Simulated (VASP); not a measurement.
# Al3Cu2 (P-3m1) in VASP: a series of runs

Runs on Al3Cu2. Level: PBEsol. Tasks: single point.

All numbers are computed with VASP 6.6.1; they aren't measurements. Logs are shortened: lines on timing, memory, paths and dates and some standing lists are left out, and cuts for length are marked.

## (1) The cell of the first run

The structure is trigonal, space group P-3m1 (No. 164). Conventional cell: a = 4.101 Å, b = 4.101 Å, c = 4.986 Å, α = 90.00°, β = 90.00°, γ = 120.00°. Within 3.3 Å of Al (site symmetry -3m) lie 6 Cu at 2.49 Å and 6 Al at 2.95 Å. Within 3.2 Å of Al (site symmetry 3m) lie 5 Cu at 2.45 to 2.56 Å and 6 Al at 2.79 to 2.95 Å. Within 3.2 Å of Cu (site symmetry 3m) lie 8 Al at 2.45 to 2.56 Å and 3 Cu at 2.84 Å.

## (2) Single point, PBEsol

INCAR

```
SYSTEM = Al3Cu2
  PREC = Accurate
  ENCUT = 520
  EDIFF = 1E-6
  ISMEAR = -1
  SIGMA = 0.15
  LREAL = .False.
  LASPH = .True.
  NELM = 100
  ALGO = Fast
  ISIF = 2
  LWAVE = .False.
  LCHARG = .False.
  GGA = PS
  NBANDS = 24
```

KPOINTS

```
regular mesh
0
Gamma
  12 12 8
  0 0 0
```

POSCAR

```
Al3Cu2
1.0
    4.1010445739      0.0000000000      0.0000000000
   -2.0505222869      3.5516087831      0.0000000000
    0.0000000000      0.0000000000      4.9855871853
Al Cu
3 2
Direct
    0.0000000000      0.0000000000      0.0000000000
    0.3333333333      0.6666666667      0.3517106676
    0.6666666667      0.3333333333      0.6482893324
    0.3333333333      0.6666666667      0.8428408285
    0.6666666667      0.3333333333      0.1571591715
```

Potentials or basis: VASP PAW PBE potentials, release 64 (Al, Cu).

Command:

```bash
$ cat potpaw_PBE.64/Al/POTCAR potpaw_PBE.64/Cu/POTCAR > POTCAR
$ mpirun -np 1 vasp_std > vasp.out
```

OUTCAR:

```text
SYSTEM = Al3Cu2
   PREC = Accurate
   ENCUT = 520
   EDIFF = 1E-6
   ISMEAR = -1
   LREAL = .False.
   LASPH = .True.
   NELM = 100
   ISIF = 2
   GGA = PS

 ion  position               nearest neighbor table
   1  0.000  0.000  0.000-   4 2.49   5 2.49   5 2.49   4 2.49   5 2.49   4 2.49   2 2.95   3 2.95
                             2 2.95   3 2.95   3 2.95   2 2.95
   2  0.333  0.667  0.352-   4 2.45   4 2.54   5 2.56   5 2.56   5 2.56   3 2.79   3 2.79   3 2.79
                             1 2.95   1 2.95   1 2.95
   3  0.667  0.333  0.648-   5 2.45   5 2.54   4 2.56   4 2.56   4 2.56   2 2.79   2 2.79   2 2.79
                             1 2.95   1 2.95   1 2.95
   4  0.333  0.667  0.843-   2 2.45   1 2.49   1 2.49   1 2.49   2 2.54   3 2.56   3 2.56   3 2.56

   5  0.667  0.333  0.157-   3 2.45   1 2.49   1 2.49   1 2.49   3 2.54   2 2.56   2 2.56   2 2.56

  LATTYP: Found a hexagonal cell.
 ALAT       =     4.1010445739
 C/A-ratio  =     1.2156871488

  Lattice vectors:

 A1 = (   4.1010445739,   0.0000000000,   0.0000000000)
 A2 = (  -2.0505222869,   3.5516087831,   0.0000000000)
 A3 = (   0.0000000000,   0.0000000000,   4.9855871853)

Analysis of symmetry for initial positions (statically):
=====================================================================
 Subroutine PRICEL returns:
 Original cell was already a primitive cell.

 Routine SETGRP: Setting up the symmetry group for a
 hexagonal supercell.

 Subroutine GETGRP returns: Found 12 space group operations
 (whereof 12 operations were pure point group operations)
 out of a pool of 24 trial point group operations.

The static configuration has the point symmetry D_3d.

Analysis of symmetry for dynamics (positions and initial velocities):
=====================================================================
 Subroutine PRICEL returns:
 Original cell was already a primitive cell.

 Routine SETGRP: Setting up the symmetry group for a
 hexagonal supercell.

 Subroutine GETGRP returns: Found 12 space group operations
 (whereof 12 operations were pure point group operations)
 out of a pool of 24 trial point group operations.

The dynamic configuration has the point symmetry D_3d.

 Subroutine INISYM returns: Found 12 space group operations
 (whereof 12 operations are pure point group operations),
 and found     1 'primitive' translations

----------------------------------------------------------------------------------------

                                     Primitive cell

  volume of cell :      72.6166

  direct lattice vectors                    reciprocal lattice vectors
     4.101044574  0.000000000  0.000000000     0.243840315  0.140781271  0.000000000
    -2.050522287  3.551608783  0.000000000     0.000000000  0.281562543  0.000000000
     0.000000000  0.000000000  4.985587185     0.000000000  0.000000000  0.200578179

  length of vectors
     4.101044574  4.101044574  4.985587185     0.281562543  0.281562543  0.200578179

  position of ions in fractional coordinates (direct lattice)
     0.000000000  0.000000000  0.000000000
     0.333333333  0.666666667  0.351710668
     0.666666667  0.333333333  0.648289332
     0.333333333  0.666666667  0.842840829
     0.666666667  0.333333333  0.157159171

  ion indices of the primitive-cell ions
   primitive index   ion index
                 1           1
                 2           2
                 3           3
                 4           4
                 5           5

----------------------------------------------------------------------------------------

 KPOINTS: regular mesh

Automatic generation of k-mesh.
 Grid dimensions read from file:
 generate k-points for:   12   12    8

 Generating k-lattice:

  Cartesian coordinates                     Fractional coordinates (reciprocal lattice)
     0.020320026  0.011731773  0.000000000     0.083333333  0.000000000  0.000000000
     0.000000000  0.023463545  0.000000000     0.000000000  0.083333333  0.000000000
     0.000000000  0.000000000  0.025072272     0.000000000  0.000000000  0.125000000

  Length of vectors
     0.023463545  0.023463545  0.025072272

  Shift w.r.t. Gamma in fractional coordinates (k-lattice)
     0.000000000  0.000000000  0.000000000

 Subroutine IBZKPT returns following result:
 ===========================================

 Found    131 irreducible k-points:

 Following reciprocal coordinates:
            Coordinates               Weight
  0.000000  0.000000  0.000000      1.000000
  0.083333  0.000000  0.000000      6.000000
  0.166667  0.000000  0.000000      6.000000
  0.250000  0.000000  0.000000      6.000000
  0.333333  0.000000  0.000000      6.000000
  0.416667  0.000000  0.000000      6.000000
[... 16 lines left out ...]
  0.166667  0.000000  0.125000      6.000000
  0.000000  0.166667  0.125000      6.000000
 [... further k-points ...]
   k-points           NKPTS =    131   k-points in BZ     NKDIM =    131   number of bands    NBANDS=     24
   number of dos      NEDOS =    301   number of ions     NIONS =      5
   total plane-waves  NPLWV =  40960
   dimension x,y,z NGX =    32 NGY =   32 NGZ =   40
   dimension x,y,z NGXF=    64 NGYF=   64 NGZF=   80
   ions per type =               3   2
   NGX,Y,Z   is equivalent  to a cutoff of  12.97, 12.97, 13.34 a.u.
   NGXF,Y,Z  is equivalent  to a cutoff of  25.94, 25.94, 26.68 a.u.
 SYSTEM =  Al3Cu2
   PREC   = accura    normal or accurate (medium, high low for compatibility)
   ISTART =      0    job   : 0-new  1-cont  2-samecut
   ICHARG =      2    charge: 1-file 2-atom 10-const
   ISPIN  =      1    spin polarized calculation?
   LNONCOLLINEAR =      F non collinear calculations
   LSORBIT =      F    spin-orbit coupling
   LASPH  =      T    aspherical Exc in radial PAW
   ENCUT  =  520.0 eV  38.22 Ry    6.18 a.u.   7.63  7.63  9.27*2*pi/ulx,y,z
   NELM   =    100;   NELMIN=  2; NELMDL= -5     # of ELM steps
   EDIFF  = 0.1E-05   stopping-criterion for ELM
   LREAL  =      F    real-space projection
   EDIFFG = 0.1E-04   stopping-criterion for IOM
   NSW    =      0    number of steps for IOM
   IBRION =     -1    ionic relax: 0-MD 1-quasi-New 2-CG
   NFREE  =      0    steps in history (QN), initial steepest desc. (CG)
   ISIF   =      2    stress and relaxation
   ISYM   =      2    0-nonsym 1-usesym 2-fastsym
   POTIM  = 0.5000    time-step for ionic-motion
   TEBEG  =    0.0;   TEEND  =   0.0 temperature during run
   PSTRESS=    0.0 pullay stress
   NELECT =      31.0000    total number of electrons
   NUPDOWN=      -1.0000    fix difference up-down
   EMIN   =  10.00;   EMAX   =-10.00  energy-range for DOS
   EFERMI =   0.00;   METHOD = LEGACY
   ISMEAR =    -1;   SIGMA  =   0.15  broadening in eV -4-tet -1-fermi 0-gaus
   EFERMI_NEDOS =   21; number of points for ismear=-14 and -15
   IALGO  =     68    algorithm
   IMIX   =      4    mixing-type and parameters
     AMIX     =   0.40;   BMIX     =  1.00
     AMIX_MAG =   1.60;   BMIX_MAG =  1.00
  volume/ion in A,a.u.               =      14.52        98.01
  Fermi-wavevector in a.u.,A,eV,Ry     =   1.232679  2.329426 20.674027  1.519498
  Thomas-Fermi vector in A             =   2.367440
   LORBIT       =      0    0 simple, 1 ext, 2 COOP (PROOUT), +10 PAW based schemes
   GGA     = PS    functional components
   LHFCALC =     F    Hartree Fock is set to
   AEXX    =    0.0000 exact exchange contribution
   IVDW    =     0    specifies the selected vdW correction
   LEPSILON=     F    determine dielectric tensor
   LRPA    =     F    only Hartree local field effects (RPA)
 non-spin polarized calculation
 RMM-DIIS sequential band-by-band and
  energy-cutoff  :      520.00
  volume of cell :       72.62
 maximum number of plane-waves:      1986
 NGX is ok and might be reduce to    32
   NGX = 15   NGY = 15   NGZ = 19

 number of electron      30.9999988 magnetization

 Free energy of the ion-electron system (eV)
  ---------------------------------------------------
  ext. energy  EPLUGINS =         0.00000000
  ---------------------------------------------------
  free energy    TOTEN  =       -21.76421259 eV

  energy without entropy =      -21.66833704  energy(sigma->0) =      -21.71627482

 E-fermi :   8.2654     XC(G=0): -11.0587

 val. band max:        8.2631256692   @ k =   0.1667   0.1667   0.2500
 cond. band min:       8.2958305461   @ k =   0.3333   0.0833   0.0000
 fundamental gap:      0.0327048769
 Fermi energy:         8.2654309090

 k-point     1 :       0.0000    0.0000    0.0000
  band No.  band energies     occupation
      1      -2.9710      2.00000
      2       1.8680      2.00000
      3       2.3809      2.00000
      4       2.9269      2.00000
      5       2.9269      2.00000
      6       3.2834      2.00000
[... 16 lines left out ...]
     23      14.0786      0.00000
     24      14.0788      0.00000

 k-point     2 :       0.0833    0.0000    0.0000
  band No.  band energies     occupation
      1      -2.8886      2.00000
      2       1.9093      2.00000
      3       2.3748      2.00000
      4       2.9458      2.00000
      5       2.9524      2.00000
      6       3.2664      2.00000
[... 16 lines left out ...]
     23      13.8247      0.00000
     24      13.8308      0.00000

 k-point     3 :       0.1667    0.0000    0.0000
  band No.  band energies     occupation
      1      -2.6428      2.00000
      2       2.0165      2.00000
      3       2.3365      2.00000
      4       2.9899      2.00000
      5       3.0263      2.00000
      6       3.2204      2.00000
[... 16 lines left out ...]
     23      13.4463      0.00000
     24      13.8089      0.00000
[... 514 lines left out ...]
 k-point    23 :       0.1667    0.0000    0.1250
  band No.  band energies     occupation
      1      -2.5544      2.00000
      2       1.5210      2.00000
      3       2.5037      2.00000
      4       2.9219      2.00000
      5       3.0125      2.00000
      6       3.2644      2.00000
[... 16 lines left out ...]
     23      13.7690      0.00000
     24      14.4098      0.00000

 k-point    24 :       0.0000    0.1667    0.1250
  band No.  band energies     occupation
      1      -2.5540      2.00000
      2       1.5096      2.00000
      3       2.4836      2.00000
      4       2.9789      2.00000
      5       3.0118      2.00000
      6       3.2151      2.00000
[... 16 lines left out ...]
     23      13.7937      0.00000
     24      14.1947      0.00000

 [... further k-points ...]

------------------------ aborting loop because EDIFF is reached ----------------------------------------

  FORCE on cell =-STRESS in cart. coord.  units (eV):
  Direction    XX          YY          ZZ          XY          YZ          ZX
  --------------------------------------------------------------------------------------
  -------------------------------------------------------------------------------------
  Total        0.0594244      0.0594244      0.0763156      0.0000000     -0.0000000     -0.0000000
  in kB        1.3111113      1.3111113      1.6837905      0.0000000     -0.0000000     -0.0000000
  external PRESSURE =       1.4353377 kB  Pullay stress =       0.0000000 kB

 VOLUME and BASIS-vectors are now :
 -----------------------------------------------------------------------------
  energy-cutoff  :      520.00
  volume of cell :       72.62
      direct lattice vectors                 reciprocal lattice vectors
     4.101044574  0.000000000  0.000000000     0.243840315  0.140781271  0.000000000
    -2.050522287  3.551608783  0.000000000     0.000000000  0.281562543  0.000000000
     0.000000000  0.000000000  4.985587185     0.000000000  0.000000000  0.200578179

 POSITION                                       TOTAL-FORCE (eV/Angst)
 -----------------------------------------------------------------------------------
      0.00000      0.00000      0.00000        -0.000000     -0.000000      0.000000
     -0.00000      2.36774      1.75348        -0.000000     -0.000000      0.004933
      2.05052      1.18387      3.23210        -0.000000     -0.000000     -0.004933
     -0.00000      2.36774      4.20206         0.000000     -0.000000     -0.001565
      2.05052      1.18387      0.78353        -0.000000      0.000000      0.001565
 -----------------------------------------------------------------------------------
    total drift:                               -0.000000      0.000000     -0.000000

  FREE ENERGIE OF THE ION-ELECTRON SYSTEM (eV)
  ---------------------------------------------------
  free  energy   TOTEN  =       -21.7642125862 eV

  energy  without entropy=      -21.6683370442  energy(sigma->0) =      -21.71627482
```

It took 4 min on 1 thread of Intel Xeon 8259CL, shared host; peak memory 0.3 GiB.

What came out:

| Item | Value |
| --- | --- |
| Free energy | -21.7642 eV |
| Pressure | 0.1 GPa |
| Largest force | 0.005 eV/Å |
| Band gap on the k mesh | zero (an odd number of electrons rules out a gap without spin polarisation) |

Forces on the atoms (eV/Å):
```
Al   0.000  0.000  0.000
Al   0.000  0.000  0.005
Al   0.000  0.000 -0.005
Cu   0.000  0.000 -0.002
Cu   0.000  0.000  0.002
```

Levels at points of the mesh, in eV from the Fermi level:
| k point | band 13 | band 14 | band 15 | band 16 | band 17 | band 18 |
| --- | --- | --- | --- | --- | --- | --- |
| (0.00, 0.00, 0.00) | -3.61 | -0.18 | -0.18 | 1.36 | 1.36 | 2.51 |
| (0.50, 0.00, 0.00) | -3.03 | -2.95 | -2.55 | -0.72 | -0.07 | 0.39 |
| (0.00, 0.00, 0.50) | 1.22 | 1.22 | 1.34 | 1.34 | 1.83 | 2.43 |
| (0.50, 0.00, 0.50) | -4.09 | -3.49 | -1.74 | -0.15 | 0.75 | 0.96 |

Caveat: the PAW data sets were made with another functional, which shifts forces and pressure a little.

## (3) Single point, PBEsol (15.37 Å³/atom)

This run uses another cell than the first one, of 15.37 Å³/atom.

INCAR

```
  ALGO = Fast
  EDIFF = 1E-7
  ENCUT = 520
  GGA = PS
  ISIF = 2
  ISMEAR = 0
  LASPH = T
  LCHARG = F
  LREAL = F
  LWAVE = F
  NBANDS = 24
  NELM = 80
  PREC = Accurate
  SIGMA = 0.1
```

KPOINTS

```
k-points
0
Gamma
  12 12 8
```

POSCAR

```
Al3Cu2
1.0
    4.1806962175      0.0000000000      0.0000000000
   -2.0903481088      3.6205891299      0.0000000000
    0.0000000000      0.0000000000      5.0756208896
Al Cu
3 2
Direct
    0.0000000000      0.0000000000      0.0000000000
    0.3333333333      0.6666666667      0.3507604712
    0.6666666667      0.3333333333      0.6492395288
    0.3333333333      0.6666666667      0.8418913401
    0.6666666667      0.3333333333      0.1581086599
```

Potentials or basis: VASP PAW PBE potentials, release 64 (Al, Cu).

Command:

```bash
$ cat potpaw_PBE.64/Al/POTCAR potpaw_PBE.64/Cu/POTCAR > POTCAR
$ mpirun -np 1 vasp_std > vasp.out
```

OUTCAR:

```text
EDIFF = 1E-7
   ENCUT = 520
   GGA = PS
   ISIF = 2
   ISMEAR = 0
   LASPH = T
   LREAL = F
   NELM = 80
   PREC = Accurate

 ion  position               nearest neighbor table
   1  0.000  0.000  0.000-   4 2.54   5 2.54   5 2.54   4 2.54   5 2.54   4 2.54   2 3.00   3 3.00
                             2 3.00   3 3.00   3 3.00   2 3.00
   2  0.333  0.667  0.351-   4 2.49   4 2.58   5 2.60   5 2.60   5 2.60   3 2.85   3 2.85   3 2.85
                             1 3.00   1 3.00   1 3.00
   3  0.667  0.333  0.649-   5 2.49   5 2.58   4 2.60   4 2.60   4 2.60   2 2.85   2 2.85   2 2.85
                             1 3.00   1 3.00   1 3.00
   4  0.333  0.667  0.842-   2 2.49   1 2.54   1 2.54   1 2.54   2 2.58   3 2.60   3 2.60   3 2.60

   5  0.667  0.333  0.158-   3 2.49   1 2.54   1 2.54   1 2.54   3 2.58   2 2.60   2 2.60   2 2.60

  LATTYP: Found a hexagonal cell.
 ALAT       =     4.1806962175
 C/A-ratio  =     1.2140611576

  Lattice vectors:

 A1 = (   4.1806962175,   0.0000000000,   0.0000000000)
 A2 = (  -2.0903481088,   3.6205891299,   0.0000000000)
 A3 = (   0.0000000000,   0.0000000000,   5.0756208896)

[... 180 lines left out ...]

 E-fermi :   7.6307     XC(G=0): -10.8139

 val. band max:        7.6286694605   @ k =   0.3333   0.0000   0.1250
 cond. band min:       7.6327157675   @ k =  -0.0833   0.3333   0.1250
 fundamental gap:      0.0040463069
 Fermi energy:         7.6306607740

 k-point     1 :       0.0000    0.0000    0.0000
  band No.  band energies     occupation
      1      -3.1897      2.00000
      2       1.5223      2.00000
      3       1.9952      2.00000
      4       2.5821      2.00000
      5       2.5821      2.00000
      6       2.9269      2.00000
[... 637 lines left out ...]
     23      12.9104      0.00000
     24      13.3850      0.00000

 [... further k-points ...]

------------------------ aborting loop because EDIFF is reached ----------------------------------------

  FORCE on cell =-STRESS in cart. coord.  units (eV):
  Direction    XX          YY          ZZ          XY          YZ          ZX
  --------------------------------------------------------------------------------------
  -------------------------------------------------------------------------------------
  Total       -2.5661103     -2.5661103     -2.5607530      0.0000000      0.0000000      0.0000000
  in kB      -53.5141788    -53.5141788    -53.4024570      0.0000000      0.0000000      0.0000000
  external PRESSURE =     -53.4769382 kB  Pullay stress =       0.0000000 kB

 VOLUME and BASIS-vectors are now :
 -----------------------------------------------------------------------------
  energy-cutoff  :      520.00
  volume of cell :       76.83
      direct lattice vectors                 reciprocal lattice vectors
     4.180696218  0.000000000  0.000000000     0.239194610  0.138099072  0.000000000
    -2.090348109  3.620589130  0.000000000     0.000000000  0.276198145  0.000000000
     0.000000000  0.000000000  5.075620890     0.000000000  0.000000000  0.197020231

 POSITION                                       TOTAL-FORCE (eV/Angst)
 -----------------------------------------------------------------------------------
      0.00000      0.00000      0.00000        -0.000000      0.000000      0.000000
     -0.00000      2.41373      1.78033        -0.000000     -0.000000      0.001723
      2.09035      1.20686      3.29529        -0.000000      0.000000     -0.001723
     -0.00000      2.41373      4.27312         0.000000     -0.000000     -0.002074
      2.09035      1.20686      0.80250        -0.000000      0.000000      0.002074
 -----------------------------------------------------------------------------------
    total drift:                                0.000000      0.000000      0.000000

  FREE ENERGIE OF THE ION-ELECTRON SYSTEM (eV)
  ---------------------------------------------------
  free  energy   TOTEN  =       -21.6467197006 eV

  energy  without entropy=      -21.6380303479  energy(sigma->0) =      -21.64237502
```

OSZICAR:

```text
N       E                     dE             d eps       ncg     rms          rms(c)
DAV:   1     0.171482267878E+03    0.17148E+03   -0.12130E+04  6296   0.145E+03
DAV:   2    -0.157590516978E+02   -0.18724E+03   -0.17427E+03  6328   0.282E+02
DAV:   3    -0.259923874204E+02   -0.10233E+02   -0.96678E+01  8304   0.891E+01
[... 11 lines left out ...]
RMM:  15    -0.216467162243E+02    0.14699E-03   -0.33618E-04  7734   0.241E-01    0.208E-02
RMM:  16    -0.216467169683E+02   -0.74399E-06   -0.11816E-04  7793   0.607E-02    0.809E-03
RMM:  17    -0.216467197137E+02   -0.27454E-05   -0.19772E-05  9485   0.362E-02    0.827E-03
RMM:  18    -0.216467197999E+02   -0.86214E-07   -0.25620E-06  8316   0.995E-03    0.930E-03
RMM:  19    -0.216467196969E+02    0.10303E-06   -0.57934E-07  7212   0.102E-02    0.675E-03
RMM:  20    -0.216467197006E+02   -0.37357E-08   -0.20669E-07  5046   0.412E-03
   1 F= -.21646720E+02 E0= -.21642375E+02  d E =-.868935E-02
```

Run time: 7.4 min. Hardware: 1 thread of Intel Xeon 8259CL, shared host; peak memory 0.34 GiB.

Results:

| Item | Value |
| --- | --- |
| Free energy | -21.6467 eV |
| Pressure | -5.3 GPa |
| Band gap on the k mesh | zero (an odd number of electrons rules out a gap without spin polarisation) |

Forces in eV/Å, atoms in the order of the input:
```
Al   0.000  0.000  0.000
Al   0.000  0.000  0.002
Al   0.000  0.000 -0.002
Cu   0.000  0.000 -0.002
Cu   0.000  0.000  0.002
```

Caveat: the cell stands under tension; the PAW data sets were made with another functional, which shifts forces and pressure a little.

The gap in the log of VASP goes by the Fermi energy; the results here count the filled bands.